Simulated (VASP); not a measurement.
# SnTe (Pm-3m) in VASP: single point with PBE

Aim: the single point of SnTe with PBE.

Program: VASP 6.6.1. These are calculated values, not measurements. Logs are shortened: lines on timing, memory, paths and dates and some standing lists are left out, and cuts for length are marked.

## (1) The cell of the first run

Symmetry: Pm-3m, No. 221, cubic system. The conventional cell has a = 3.892 Å, b = 3.892 Å, c = 3.892 Å, α = 90.00°, β = 90.00°, γ = 90.00°. Within 4.4 Å of Sn (site symmetry m-3m) lie 8 Te at 3.37 Å and 6 Sn at 3.89 Å. Te (site symmetry m-3m) has 8 Sn at 3.37 Å and 6 Te at 3.89 Å within 4.4 Å.

## (2) Single point, PBE

Input file INCAR:

```
SYSTEM = SnTe
PREC = Accurate
ENCUT = 500
EDIFF = 1E-6
ISMEAR = 0
SIGMA = 0.05
LREAL = .FALSE.
LASPH = .TRUE.
NELM = 120
ALGO = Normal
ISIF = 2
LWAVE = .FALSE.
LCHARG = .TRUE.
GGA = PE
LELF = .TRUE.
LVHAR = .TRUE.
NBANDS = 17
GGA_COMPAT = .FALSE.
```

Input file KPOINTS:

```
Automatic mesh
0
G
  4 4 4
  0 0 0
```

Input file POSCAR:

```
SnTe
1.0
    3.8919181646      0.0000000000      0.0000000000
    0.0000000000      3.8919181646      0.0000000000
    0.0000000000      0.0000000000      3.8919181646
Sn Te
1 1
Direct
    0.0000000000      0.0000000000      0.0000000000
    0.5000000000      0.5000000000      0.5000000000
```

Potentials or basis: VASP PAW PBE potentials, release 64 (Sn_d, Te).

Run with:

```bash
> cat potpaw_PBE.64/Sn_d/POTCAR potpaw_PBE.64/Te/POTCAR > POTCAR
> mpirun -np 1 vasp_std > vasp.out
```

OUTCAR:

```text
SYSTEM = SnTe
   PREC = Accurate
   ENCUT = 500
   EDIFF = 1E-6
   ISMEAR = 0
   LREAL = .FALSE.
   LASPH = .TRUE.
   NELM = 120
   ISIF = 2
   GGA = PE

 ion  position               nearest neighbor table
   1  0.000  0.000  0.000-   2 3.37   2 3.37   2 3.37   2 3.37   2 3.37   2 3.37   2 3.37   2 3.37

   2  0.500  0.500  0.500-   1 3.37   1 3.37   1 3.37   1 3.37   1 3.37   1 3.37   1 3.37   1 3.37

  LATTYP: Found a simple cubic cell.
 ALAT       =     3.8919181646

  Lattice vectors:

 A1 = (   3.8919181646,   0.0000000000,   0.0000000000)
 A2 = (   0.0000000000,   3.8919181646,   0.0000000000)
 A3 = (   0.0000000000,   0.0000000000,   3.8919181646)

Analysis of symmetry for initial positions (statically):
=====================================================================
 Subroutine PRICEL returns:
 Original cell was already a primitive cell.

 Routine SETGRP: Setting up the symmetry group for a
 simple cubic supercell.

 Subroutine GETGRP returns: Found 48 space group operations
 (whereof 48 operations were pure point group operations)
 out of a pool of 48 trial point group operations.

The static configuration has the point symmetry O_h .

Analysis of symmetry for dynamics (positions and initial velocities):
=====================================================================
 Subroutine PRICEL returns:
 Original cell was already a primitive cell.

 Routine SETGRP: Setting up the symmetry group for a
 simple cubic supercell.

 Subroutine GETGRP returns: Found 48 space group operations
 (whereof 48 operations were pure point group operations)
 out of a pool of 48 trial point group operations.

The dynamic configuration has the point symmetry O_h .

 Subroutine INISYM returns: Found 48 space group operations
 (whereof 48 operations are pure point group operations),
 and found     1 'primitive' translations

----------------------------------------------------------------------------------------

                                     Primitive cell

  volume of cell :      58.9510

  direct lattice vectors                    reciprocal lattice vectors
     3.891918165  0.000000000  0.000000000     0.256942710  0.000000000  0.000000000
     0.000000000  3.891918165  0.000000000     0.000000000  0.256942710  0.000000000
     0.000000000  0.000000000  3.891918165     0.000000000  0.000000000  0.256942710

  length of vectors
     3.891918165  3.891918165  3.891918165     0.256942710  0.256942710  0.256942710

  position of ions in fractional coordinates (direct lattice)
     0.000000000  0.000000000  0.000000000
     0.500000000  0.500000000  0.500000000

  ion indices of the primitive-cell ions
   primitive index   ion index
                 1           1
                 2           2

----------------------------------------------------------------------------------------

 KPOINTS: Automatic mesh

Automatic generation of k-mesh.
 Grid dimensions read from file:
 generate k-points for:    4    4    4

 Generating k-lattice:

  Cartesian coordinates                     Fractional coordinates (reciprocal lattice)
     0.064235677  0.000000000  0.000000000     0.250000000  0.000000000  0.000000000
     0.000000000  0.064235677  0.000000000     0.000000000  0.250000000  0.000000000
     0.000000000  0.000000000  0.064235677     0.000000000  0.000000000  0.250000000

  Length of vectors
     0.064235677  0.064235677  0.064235677

  Shift w.r.t. Gamma in fractional coordinates (k-lattice)
     0.000000000  0.000000000  0.000000000

 Subroutine IBZKPT returns following result:
 ===========================================

 Found     10 irreducible k-points:

 Following reciprocal coordinates:
            Coordinates               Weight
  0.000000  0.000000  0.000000      1.000000
  0.250000  0.000000  0.000000      6.000000
  0.500000  0.000000  0.000000      3.000000
  0.250000  0.250000  0.000000     12.000000
  0.500000  0.250000  0.000000     12.000000
  0.500000  0.500000  0.000000      3.000000
  0.250000  0.250000  0.250000      8.000000
  0.500000  0.250000  0.250000     12.000000
  0.500000  0.500000  0.250000      6.000000
  0.500000  0.500000  0.500000      1.000000
   k-points           NKPTS =     10   k-points in BZ     NKDIM =     10   number of bands    NBANDS=     17
   number of dos      NEDOS =    301   number of ions     NIONS =      2
   total plane-waves  NPLWV =  21952
   dimension x,y,z NGX =    28 NGY =   28 NGZ =   28
   dimension x,y,z NGXF=    56 NGYF=   56 NGZF=   56
   ions per type =               1   1
   NGX,Y,Z   is equivalent  to a cutoff of  11.96, 11.96, 11.96 a.u.
   NGXF,Y,Z  is equivalent  to a cutoff of  23.92, 23.92, 23.92 a.u.
 SYSTEM =  SnTe
   PREC   = accura    normal or accurate (medium, high low for compatibility)
   ISTART =      0    job   : 0-new  1-cont  2-samecut
   ICHARG =      2    charge: 1-file 2-atom 10-const
   ISPIN  =      1    spin polarized calculation?
   LNONCOLLINEAR =      F non collinear calculations
   LSORBIT =      F    spin-orbit coupling
   LASPH  =      T    aspherical Exc in radial PAW
   ENCUT  =  500.0 eV  36.75 Ry    6.06 a.u.   7.10  7.10  7.10*2*pi/ulx,y,z
   NELM   =    120;   NELMIN=  2; NELMDL= -5     # of ELM steps
   EDIFF  = 0.1E-05   stopping-criterion for ELM
   LREAL  =      F    real-space projection
   EDIFFG = 0.1E-04   stopping-criterion for IOM
   NSW    =      0    number of steps for IOM
   IBRION =     -1    ionic relax: 0-MD 1-quasi-New 2-CG
   NFREE  =      0    steps in history (QN), initial steepest desc. (CG)
   ISIF   =      2    stress and relaxation
   ISYM   =      2    0-nonsym 1-usesym 2-fastsym
   POTIM  = 0.5000    time-step for ionic-motion
   TEBEG  =    0.0;   TEEND  =   0.0 temperature during run
   PSTRESS=    0.0 pullay stress
   NELECT =      20.0000    total number of electrons
   NUPDOWN=      -1.0000    fix difference up-down
   EMIN   =  10.00;   EMAX   =-10.00  energy-range for DOS
   EFERMI =   0.00;   METHOD = LEGACY
   ISMEAR =     0;   SIGMA  =   0.05  broadening in eV -4-tet -1-fermi 0-gaus
   EFERMI_NEDOS =   21; number of points for ismear=-14 and -15
   IALGO  =     38    algorithm
   IMIX   =      4    mixing-type and parameters
     AMIX     =   0.40;   BMIX     =  1.00
     AMIX_MAG =   1.60;   BMIX_MAG =  1.00
  volume/ion in A,a.u.               =      29.48       198.91
  Fermi-wavevector in a.u.,A,eV,Ry     =   1.141794  2.157678 17.737831  1.303694
  Thomas-Fermi vector in A             =   2.278493
   LORBIT       =      0    0 simple, 1 ext, 2 COOP (PROOUT), +10 PAW based schemes
   GGA     = PE    functional components
   LHFCALC =     F    Hartree Fock is set to
   AEXX    =    0.0000 exact exchange contribution
   IVDW    =     0    specifies the selected vdW correction
   LEPSILON=     F    determine dielectric tensor
   LRPA    =     F    only Hartree local field effects (RPA)
 non-spin polarized calculation
 Gauss-broadening in eV      SIGMA  =   0.05
  energy-cutoff  :      500.00
  volume of cell :       58.95
 maximum number of plane-waves:      1514
   NGX = 15   NGY = 15   NGZ = 15

 number of electron      19.9999990 magnetization

 Free energy of the ion-electron system (eV)
  ---------------------------------------------------
  ext. energy  EPLUGINS =         0.00000000
  ---------------------------------------------------
  free energy    TOTEN  =        -6.90658235 eV

  energy without entropy =       -6.89777609  energy(sigma->0) =       -6.90217922

 E-fermi :   7.1127     XC(G=0):  -9.9205

 val. band max:        7.0795600468   @ k =   0.5000   0.2500   0.2500
 cond. band min:       7.1201389948   @ k =   0.5000   0.2500   0.0000
 fundamental gap:      0.0405789480
 Fermi energy:         7.1127087717

 k-point     1 :       0.0000    0.0000    0.0000
  band No.  band energies     occupation
      1     -14.3872      2.00000
      2     -14.3872      2.00000
      3     -14.3484      2.00000
      4     -14.3484      2.00000
      5     -14.3484      2.00000
      6      -5.2422      2.00000
[... 9 lines left out ...]
     16      18.0585      0.00000
     17      18.0585      0.00000

 k-point     2 :       0.2500    0.0000    0.0000
  band No.  band energies     occupation
      1     -14.3865      2.00000
      2     -14.3703      2.00000
      3     -14.3540      2.00000
      4     -14.3540      2.00000
      5     -14.3480      2.00000
      6      -4.7763      2.00000
[... 9 lines left out ...]
     16      15.7642      0.00000
     17      17.7127      0.00000

 k-point     3 :       0.5000    0.0000    0.0000
  band No.  band energies     occupation
      1     -14.3858      2.00000
      2     -14.3596      2.00000
      3     -14.3596      2.00000
      4     -14.3535      2.00000
      5     -14.3476      2.00000
      6      -4.0537      2.00000
[... 9 lines left out ...]
     16      19.0775      0.00000
     17      19.4369      0.00000

 k-point     4 :       0.2500    0.2500    0.0000
  band No.  band energies     occupation
      1     -14.3779      2.00000
      2     -14.3612      2.00000
      3     -14.3609      2.00000
      4     -14.3536      2.00000
      5     -14.3529      2.00000
      6      -4.3398      2.00000
[... 9 lines left out ...]
     16      15.0671      0.00000
     17      15.4819      0.00000

 k-point     5 :       0.5000    0.2500    0.0000
  band No.  band energies     occupation
      1     -14.3751      2.00000
      2     -14.3678      2.00000
      3     -14.3585      2.00000
      4     -14.3526      2.00000
      5     -14.3462      2.00000
      6      -3.7027      2.00000
[... 9 lines left out ...]
     16      15.8461      0.00000
     17      16.3188      0.00000

 k-point     6 :       0.5000    0.5000    0.0000
  band No.  band energies     occupation
      1     -14.3759      2.00000
      2     -14.3689      2.00000
      3     -14.3575      2.00000
      4     -14.3575      2.00000
      5     -14.3345      2.00000
      6      -3.2562      2.00000
[... 9 lines left out ...]
     16      14.4716      0.00000
     17      14.4716      0.00000

 k-point     7 :       0.2500    0.2500    0.2500
  band No.  band energies     occupation
      1     -14.3608      2.00000
      2     -14.3608      2.00000
      3     -14.3607      2.00000
      4     -14.3590      2.00000
      5     -14.3590      2.00000
      6      -3.9414      2.00000
[... 9 lines left out ...]
     16      15.6726      0.00000
     17      17.6190      0.00000

 k-point     8 :       0.5000    0.2500    0.2500
  band No.  band energies     occupation
      1     -14.3668      2.00000
      2     -14.3654      2.00000
      3     -14.3601      2.00000
      4     -14.3585      2.00000
      5     -14.3434      2.00000
      6      -3.3936      2.00000
[... 9 lines left out ...]
     16      16.1488      0.00000
     17      17.9082      0.00000

 k-point     9 :       0.5000    0.5000    0.2500
  band No.  band energies     occupation
      1     -14.3736      2.00000
      2     -14.3644      2.00000
      3     -14.3644      2.00000
      4     -14.3514      2.00000
      5     -14.3342      2.00000
      6      -3.0134      2.00000
[... 9 lines left out ...]
     16      17.8939      0.00000
     17      18.5047      0.00000

 k-point    10 :       0.5000    0.5000    0.5000
  band No.  band energies     occupation
      1     -14.3713      2.00000
      2     -14.3713      2.00000
      3     -14.3713      2.00000
      4     -14.3338      2.00000
      5     -14.3338      2.00000
      6      -2.7279      2.00000
[... 9 lines left out ...]
     16      21.1782      0.00000
     17      22.3737      0.00000

------------------------ aborting loop because EDIFF is reached ----------------------------------------

  FORCE on cell =-STRESS in cart. coord.  units (eV):
  Direction    XX          YY          ZZ          XY          YZ          ZX
  --------------------------------------------------------------------------------------
  -------------------------------------------------------------------------------------
  Total       -0.0548260     -0.0548260     -0.0548260      0.0000000      0.0000000     -0.0000000
  in kB       -1.4900666     -1.4900666     -1.4900666      0.0000000      0.0000000     -0.0000000
  external PRESSURE =      -1.4900666 kB  Pullay stress =       0.0000000 kB

 VOLUME and BASIS-vectors are now :
 -----------------------------------------------------------------------------
  energy-cutoff  :      500.00
  volume of cell :       58.95
      direct lattice vectors                 reciprocal lattice vectors
     3.891918165  0.000000000  0.000000000     0.256942710  0.000000000  0.000000000
     0.000000000  3.891918165  0.000000000     0.000000000  0.256942710  0.000000000
     0.000000000  0.000000000  3.891918165     0.000000000  0.000000000  0.256942710

 POSITION                                       TOTAL-FORCE (eV/Angst)
 -----------------------------------------------------------------------------------
      0.00000      0.00000      0.00000         0.000000      0.000000      0.000000
      1.94596      1.94596      1.94596         0.000000      0.000000      0.000000
 -----------------------------------------------------------------------------------
    total drift:                               -0.000000      0.000000     -0.000000

  FREE ENERGIE OF THE ION-ELECTRON SYSTEM (eV)
  ---------------------------------------------------
  free  energy   TOTEN  =        -6.9065823493 eV

  energy  without entropy=       -6.8977760887  energy(sigma->0) =       -6.90217922
```

Wall time 19 s (1 thread of Intel Xeon 8259CL, shared host); peak memory 0.16 GiB.

Results:

- Free energy: -6.9066 eV
- Pressure: -0.1 GPa
- Band gap on the k mesh: zero (band 10 reaches 7.41 eV, above the bottom of band 11 at 5.86 eV)

Levels at points of the mesh, in eV from the Fermi level:
```
           k point  band 6  band 7  band 8  band 9  band 10  band 11  band 12  band 13  band 14  band 15
(0.00, 0.00, 0.00)  -12.35   -5.22   -1.72   -1.72    -1.72     3.62     3.62     5.47     5.47     5.47
(0.50, 0.00, 0.00)  -11.17   -8.13   -0.24   -0.24     0.07     0.27     2.26     2.26     5.41     6.28
(0.50, 0.50, 0.00)  -10.37   -6.29   -4.78   -4.78     0.30     3.48     3.87     3.87     6.01     7.35
(0.50, 0.50, 0.50)   -9.84   -5.14   -2.87   -2.87    -2.87    -1.26    -1.26    -1.26    14.07    14.07
```

Caveat: the k points lie up to 0.40 Å⁻¹ apart; spin-orbit coupling is left out, which moves the levels of the heavy elements.
